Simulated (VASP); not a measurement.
Input of a VASP 6.6.1 run:

Contents of INCAR:

```
PREC = Accurate
ENCUT = 520
EDIFF = 1E-6
ISMEAR = -1
SIGMA = 0.19
LREAL = Auto
LASPH = T
NELM = 60
ALGO = Normal
ISIF = 2
LWAVE = F
LCHARG = T
GGA = PS
LELF = T
LVHAR = T
NBANDS = 78
```

KPOINTS

```
regular mesh
0
Gamma
  2 2 2
```

File POSCAR:

```
KCl
1.0
    0.0000000000      6.3693800000      6.3693800000
    6.3693800000      0.0000000000      6.3693800000
    6.3693800000      6.3693800000      0.0000000000
K Cl
8 8
Direct
   -0.0397156395      0.0091770314      0.0687566137
    0.0408496588     -0.0435260575      0.5448963635
   -0.0139046501      0.5120583165     -0.0766239414
    0.0150979373      0.5382210670      0.4179506483
    0.4801776625      0.0341625088     -0.0304439365
    0.5045506784     -0.0470950077      0.5584551401
    0.4562718820      0.4954414715      0.1087415102
    0.5196917910      0.5123634482      0.5294776729
    0.1066639139      0.3241062709      0.2309158819
    0.2726551878      0.2493425577      0.7335843520
    0.2167928433      0.7864340014      0.2837558758
    0.2846311572      0.6668383736      0.8510600718
    0.7325277343      0.3088376734      0.2567872383
    0.7379546361      0.2452231614      0.7668326431
    0.7519523093      0.7769049735      0.2255236773
    0.7595481036      0.7154606100      0.7427863466
```

Potentials or basis: VASP PAW PBE potentials, release 64 (K_sv, Cl).

Run with:

```sh
$ cat potpaw_PBE.64/K_sv/POTCAR potpaw_PBE.64/Cl/POTCAR > POTCAR
$ mpirun -np 1 vasp_std > vasp.out
```

Problem. What does it give for the pressure?

Solution. 0.9 GPa.

Problem. What does it give for the largest force?

Solution. 1.423 eV/Å.

Forces in eV/Å, atoms in the order of the input:
```
K   -0.046 -0.355  0.484
K    0.786 -0.266  0.078
K    0.245  1.401  0.057
K    0.596  0.368 -0.425
K    0.189  0.568 -0.054
K   -0.018 -0.334  0.046
K   -0.357 -0.184  0.025
K   -0.190 -0.058 -0.024
Cl  -0.712  1.005 -0.056
Cl  -0.292 -0.500 -0.056
Cl  -0.400  0.157  0.193
Cl  -0.011 -1.093  0.405
Cl  -0.268  0.319 -0.480
Cl  -0.118  0.419  0.061
Cl   0.385 -0.361 -0.388
Cl   0.209 -1.086  0.134
```

Caveat: the k points lie up to 0.43 Å⁻¹ apart; the atoms stand as in a frame of molecular dynamics; the PAW data sets were made with another functional, which shifts forces and pressure a little.
